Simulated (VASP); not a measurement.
# CrO2 (P6_3/mmc) in VASP: single point with PBE

Aim: the single point of CrO2 with PBE.

All numbers are computed with VASP 6.6.1; they aren't measurements. Logs are shortened: lines on timing, memory, paths and dates and some standing lists are left out, and cuts for length are marked.

### Step 1. The cell of the first run

Symmetry: P6_3/mmc, No. 194, hexagonal system. The conventional cell has a = 2.620 Å, b = 2.620 Å, c = 11.565 Å, α = 90.00°, β = 90.00°, γ = 120.00°. Within 2.5 Å of Cr (site symmetry -6m2) lie 6 O at 1.90 Å. Within 2.5 Å of O (site symmetry 3m) lie 3 Cr at 1.90 Å and 1 O at 2.31 Å.

### Step 2. Single point, PBE

Input file INCAR:

```
PREC = Accurate ; ENCUT = 520
EDIFF = 1E-6 ; ISMEAR = 0
SIGMA = 0.1 ; LREAL = False
LASPH = True ; NELM = 80
ALGO = Normal ; ISIF = 2
LWAVE = False ; LCHARG = False
GGA = PE ; NBANDS = 33
```

Input file KPOINTS:

```
regular mesh
0
Gamma
  12 12 2
```

Input file POSCAR:

```
CrO2
1.0
    2.6200193721      0.0000000000      0.0000000000
   -1.3100096861      2.2690033346      0.0000000000
    0.0000000000      0.0000000000     11.5648404795
Cr O
2 4
Direct
    0.6666666667      0.3333333333      0.7500000000
    0.3333333333      0.6666666667      0.2500000000
    0.3333333333      0.6666666667      0.8499501608
    0.6666666667      0.3333333333      0.3499501608
    0.3333333333      0.6666666667      0.6500498392
    0.6666666667      0.3333333333      0.1500498392
```

Potentials or basis: VASP PAW PBE potentials, release 64 (Cr_pv, O).

Run with:

```bash
> cat potpaw_PBE.64/Cr_pv/POTCAR potpaw_PBE.64/O/POTCAR > POTCAR
> mpirun -np 1 vasp_std > vasp.out
```

OUTCAR:

```text
PREC = Accurate
   ENCUT = 520
   EDIFF = 1E-6
   ISMEAR = 0
   LREAL = False
   LASPH = True
   NELM = 80
   ISIF = 2
   GGA = PE

 ion  position               nearest neighbor table
   1  0.667  0.333  0.750-   3 1.90   5 1.90   3 1.90   5 1.90   3 1.90   5 1.90
   2  0.333  0.667  0.250-   4 1.90   6 1.90   4 1.90   6 1.90   4 1.90   6 1.90
   3  0.333  0.667  0.850-   1 1.90   1 1.90   1 1.90
   4  0.667  0.333  0.350-   2 1.90   2 1.90   2 1.90
   5  0.333  0.667  0.650-   1 1.90   1 1.90   1 1.90
   6  0.667  0.333  0.150-   2 1.90   2 1.90   2 1.90

  LATTYP: Found a hexagonal cell.
 ALAT       =     2.6200193721
 C/A-ratio  =     4.4140286147

  Lattice vectors:

 A1 = (   2.6200193721,   0.0000000000,   0.0000000000)
 A2 = (  -1.3100096861,   2.2690033346,   0.0000000000)
 A3 = (   0.0000000000,   0.0000000000,  11.5648404795)

Analysis of symmetry for initial positions (statically):
=====================================================================
 Subroutine PRICEL returns:
 Original cell was already a primitive cell.

 Routine SETGRP: Setting up the symmetry group for a
 hexagonal supercell.

 Subroutine GETGRP returns: Found 24 space group operations
 (whereof 12 operations were pure point group operations)
 out of a pool of 24 trial point group operations.

The static configuration has the point symmetry D_3d.
 The point group associated with its full space group is D_6h.

Analysis of symmetry for dynamics (positions and initial velocities):
=====================================================================
 Subroutine PRICEL returns:
 Original cell was already a primitive cell.

 Routine SETGRP: Setting up the symmetry group for a
 hexagonal supercell.

 Subroutine GETGRP returns: Found 24 space group operations
 (whereof 12 operations were pure point group operations)
 out of a pool of 24 trial point group operations.

The dynamic configuration has the point symmetry D_3d.
 The point group associated with its full space group is D_6h.

 Subroutine INISYM returns: Found 24 space group operations
 (whereof 12 operations are pure point group operations),
 and found     1 'primitive' translations

----------------------------------------------------------------------------------------

                                     Primitive cell

  volume of cell :      68.7510

  direct lattice vectors                    reciprocal lattice vectors
     2.620019372  0.000000000  0.000000000     0.381676567  0.220361069  0.000000000
    -1.310009686  2.269003335  0.000000000     0.000000000  0.440722138  0.000000000
     0.000000000  0.000000000 11.564840480     0.000000000  0.000000000  0.086468983

  length of vectors
     2.620019372  2.620019372 11.564840480     0.440722138  0.440722138  0.086468983

  position of ions in fractional coordinates (direct lattice)
     0.666666667  0.333333333  0.750000000
     0.333333333  0.666666667  0.250000000
     0.333333333  0.666666667  0.849950161
     0.666666667  0.333333333  0.349950161
     0.333333333  0.666666667  0.650049839
     0.666666667  0.333333333  0.150049839

  ion indices of the primitive-cell ions
   primitive index   ion index
                 1           1
                 2           2
                 3           3
                 4           4
                 5           5
                 6           6

----------------------------------------------------------------------------------------

 KPOINTS: regular mesh

Automatic generation of k-mesh.
 Grid dimensions read from file:
 generate k-points for:   12   12    2

 Generating k-lattice:

  Cartesian coordinates                     Fractional coordinates (reciprocal lattice)
     0.031806381  0.018363422  0.000000000     0.083333333 -0.000000000  0.000000000
     0.000000000  0.036726845  0.000000000     0.000000000  0.083333333  0.000000000
     0.000000000  0.000000000  0.043234492     0.000000000  0.000000000  0.500000000

  Length of vectors
     0.036726845  0.036726845  0.043234492

  Shift w.r.t. Gamma in fractional coordinates (k-lattice)
     0.000000000  0.000000000  0.000000000

 Subroutine IBZKPT returns following result:
 ===========================================

 Found     38 irreducible k-points:

 Following reciprocal coordinates:
            Coordinates               Weight
  0.000000  0.000000  0.000000      1.000000
  0.083333  0.000000  0.000000      6.000000
  0.166667  0.000000  0.000000      6.000000
  0.250000  0.000000  0.000000      6.000000
  0.333333 -0.000000  0.000000      6.000000
  0.416667  0.000000  0.000000      6.000000
[... 16 lines left out ...]
  0.250000  0.000000  0.500000      6.000000
  0.333333 -0.000000  0.500000      6.000000
 [... further k-points ...]
   k-points           NKPTS =     38   k-points in BZ     NKDIM =     38   number of bands    NBANDS=     33
   number of dos      NEDOS =    301   number of ions     NIONS =      6
   total plane-waves  NPLWV =  36000
   dimension x,y,z NGX =    20 NGY =   20 NGZ =   90
   dimension x,y,z NGXF=    40 NGYF=   40 NGZF=  180
   ions per type =               2   4
   NGX,Y,Z   is equivalent  to a cutoff of  12.69, 12.69, 12.94 a.u.
   NGXF,Y,Z  is equivalent  to a cutoff of  25.38, 25.38, 25.88 a.u.
 SYSTEM =  unknown system
   PREC   = accura    normal or accurate (medium, high low for compatibility)
   ISTART =      0    job   : 0-new  1-cont  2-samecut
   ICHARG =      2    charge: 1-file 2-atom 10-const
   ISPIN  =      1    spin polarized calculation?
   LNONCOLLINEAR =      F non collinear calculations
   LSORBIT =      F    spin-orbit coupling
   LASPH  =      T    aspherical Exc in radial PAW
   ENCUT  =  520.0 eV  38.22 Ry    6.18 a.u.   4.87  4.87 21.50*2*pi/ulx,y,z
   NELM   =     80;   NELMIN=  2; NELMDL= -5     # of ELM steps
   EDIFF  = 0.1E-05   stopping-criterion for ELM
   LREAL  =      F    real-space projection
   EDIFFG = 0.1E-04   stopping-criterion for IOM
   NSW    =      0    number of steps for IOM
   IBRION =     -1    ionic relax: 0-MD 1-quasi-New 2-CG
   NFREE  =      0    steps in history (QN), initial steepest desc. (CG)
   ISIF   =      2    stress and relaxation
   ISYM   =      2    0-nonsym 1-usesym 2-fastsym
   POTIM  = 0.5000    time-step for ionic-motion
   TEBEG  =    0.0;   TEEND  =   0.0 temperature during run
   PSTRESS=    0.0 pullay stress
   NELECT =      48.0000    total number of electrons
   NUPDOWN=      -1.0000    fix difference up-down
   EMIN   =  10.00;   EMAX   =-10.00  energy-range for DOS
   EFERMI =   0.00;   METHOD = LEGACY
   ISMEAR =     0;   SIGMA  =   0.10  broadening in eV -4-tet -1-fermi 0-gaus
   EFERMI_NEDOS =   21; number of points for ismear=-14 and -15
   IALGO  =     38    algorithm
   IMIX   =      4    mixing-type and parameters
     AMIX     =   0.40;   BMIX     =  1.00
     AMIX_MAG =   1.60;   BMIX_MAG =  1.00
  volume/ion in A,a.u.               =      11.46        77.33
  Fermi-wavevector in a.u.,A,eV,Ry     =   1.452319  2.744486 28.697840  2.109232
  Thomas-Fermi vector in A             =   2.569715
   LORBIT       =      0    0 simple, 1 ext, 2 COOP (PROOUT), +10 PAW based schemes
   GGA     = PE    functional components
   LHFCALC =     F    Hartree Fock is set to
   AEXX    =    0.0000 exact exchange contribution
   IVDW    =     0    specifies the selected vdW correction
   LEPSILON=     F    determine dielectric tensor
   LRPA    =     F    only Hartree local field effects (RPA)
 non-spin polarized calculation
 Gauss-broadening in eV      SIGMA  =   0.10
  energy-cutoff  :      520.00
  volume of cell :       68.75
 maximum number of plane-waves:      1876
 NGX is ok and might be reduce to    20
   NGX =  9   NGY =  9   NGZ = 43

 number of electron      48.0000024 magnetization

 Free energy of the ion-electron system (eV)
  ---------------------------------------------------
  ext. energy  EPLUGINS =         0.00000000
  ---------------------------------------------------
  free energy    TOTEN  =       -49.28668806 eV

  energy without entropy =      -49.28652744  energy(sigma->0) =      -49.28660775

 E-fermi :   3.5619     XC(G=0): -10.3049

 val. band max:        3.4549664083   @ k =   0.0000   0.0000   0.0000
 cond. band min:       3.7301951634   @ k =   0.3333   0.3333   0.0000
 fundamental gap:      0.2752287552
 Fermi energy:         3.5618500274

 k-point     1 :       0.0000    0.0000    0.0000
  band No.  band energies     occupation
      1     -41.0071      2.00000
      2     -41.0070      2.00000
      3     -40.7959      2.00000
      4     -40.7959      2.00000
      5     -40.7959      2.00000
      6     -40.7959      2.00000
[... 25 lines left out ...]
     32       5.0361      0.00000
     33       9.1240      0.00000

 k-point     2 :       0.0833    0.0000    0.0000
  band No.  band energies     occupation
      1     -40.9985      2.00000
      2     -40.9984      2.00000
      3     -40.8375      2.00000
      4     -40.8375      2.00000
      5     -40.8048      2.00000
      6     -40.8048      2.00000
[... 25 lines left out ...]
     32       5.1711      0.00000
     33       9.1108      0.00000

 k-point     3 :       0.1667    0.0000    0.0000
  band No.  band energies     occupation
      1     -40.9749      2.00000
      2     -40.9749      2.00000
      3     -40.9501      2.00000
      4     -40.9500      2.00000
      5     -40.8289      2.00000
      6     -40.8289      2.00000
[... 25 lines left out ...]
     32       5.5001      0.00000
     33       9.1188      0.00000

 k-point     4 :       0.2500    0.0000    0.0000
  band No.  band energies     occupation
      1     -41.1014      2.00000
      2     -41.1013      2.00000
      3     -40.9426      2.00000
      4     -40.9426      2.00000
      5     -40.8618      2.00000
      6     -40.8618      2.00000
[... 25 lines left out ...]
     32       5.8806      0.00000
     33       9.1222      0.00000

 k-point     5 :       0.3333   -0.0000    0.0000
  band No.  band energies     occupation
      1     -41.2500      2.00000
      2     -41.2500      2.00000
      3     -40.9102      2.00000
      4     -40.9102      2.00000
      5     -40.8945      2.00000
      6     -40.8944      2.00000
[... 604 lines left out ...]
 k-point    22 :       0.1667    0.0000    0.5000
  band No.  band energies     occupation
      1     -40.9749      2.00000
      2     -40.9749      2.00000
      3     -40.9500      2.00000
      4     -40.9500      2.00000
      5     -40.8289      2.00000
      6     -40.8289      2.00000
[... 25 lines left out ...]
     32       5.4985      0.00000
     33       9.1196      0.00000

 k-point    23 :       0.2500    0.0000    0.5000
  band No.  band energies     occupation
      1     -41.1014      2.00000
      2     -41.1014      2.00000
      3     -40.9426      2.00000
      4     -40.9426      2.00000
      5     -40.8618      2.00000
      6     -40.8618      2.00000
[... 25 lines left out ...]
     32       5.8780      0.00000
     33       9.1223      0.00000

 k-point    24 :       0.3333   -0.0000    0.5000
  band No.  band energies     occupation
      1     -41.2500      2.00000
      2     -41.2500      2.00000
      3     -40.9102      2.00000
      4     -40.9102      2.00000
      5     -40.8944      2.00000
      6     -40.8944      2.00000
[... 25 lines left out ...]
     32       6.2005      0.00000
     33       9.1233      0.00000

 [... further k-points ...]
[... 5 lines left out ...]
  --------------------------------------------------------------------------------------
  -------------------------------------------------------------------------------------
  Total        0.4601598      0.4601598      0.4836318     -0.0000000      0.0000000      0.0000000
  in kB       10.7235849     10.7235849     11.2705764     -0.0000000      0.0000000      0.0000000
  external PRESSURE =      10.9059154 kB  Pullay stress =       0.0000000 kB

 VOLUME and BASIS-vectors are now :
 -----------------------------------------------------------------------------
  energy-cutoff  :      520.00
  volume of cell :       68.75
      direct lattice vectors                 reciprocal lattice vectors
     2.620019372  0.000000000  0.000000000     0.381676567  0.220361069  0.000000000
    -1.310009686  2.269003335  0.000000000     0.000000000  0.440722138  0.000000000
     0.000000000  0.000000000 11.564840480     0.000000000  0.000000000  0.086468983

 POSITION                                       TOTAL-FORCE (eV/Angst)
 -----------------------------------------------------------------------------------
      1.31001      0.75633      8.67363        -0.000000     -0.000000      0.000000
     -0.00000      1.51267      2.89121         0.000000     -0.000000      0.000000
     -0.00000      1.51267      9.82954        -0.000000      0.000000      0.130655
      1.31001      0.75633      4.04712         0.000000     -0.000000      0.130655
     -0.00000      1.51267      7.51772        -0.000000      0.000000     -0.130655
      1.31001      0.75633      1.73530         0.000000      0.000000     -0.130655
 -----------------------------------------------------------------------------------
    total drift:                               -0.000000      0.000000     -0.000000

  FREE ENERGIE OF THE ION-ELECTRON SYSTEM (eV)
  ---------------------------------------------------
  free  energy   TOTEN  =       -49.2866880617 eV

  energy  without entropy=      -49.2865274393  energy(sigma->0) =      -49.28660775
```

Wall time 47 s (1 thread of Intel Xeon 6975P-C (Granite Rapids), shared host); peak memory 0.21 GiB.

What came out:

```yaml
Free_energy: -49.2867 eV
Pressure: 1.1 GPa
Largest_force: 0.131 eV/Å
Band_gap_on_the_k_mesh: 0.28 eV, indirect (least direct gap 1.53 eV)
```

Forces in eV/Å, atoms in the order of the input:
```
Cr   0.000  0.000  0.000
Cr   0.000  0.000  0.000
O    0.000  0.000  0.131
O    0.000  0.000  0.131
O    0.000  0.000 -0.131
O    0.000  0.000 -0.131
```

A k mesh can miss the band edges. Spin polarisation is off, so any magnetic state and its effect on volume and gap are missing.
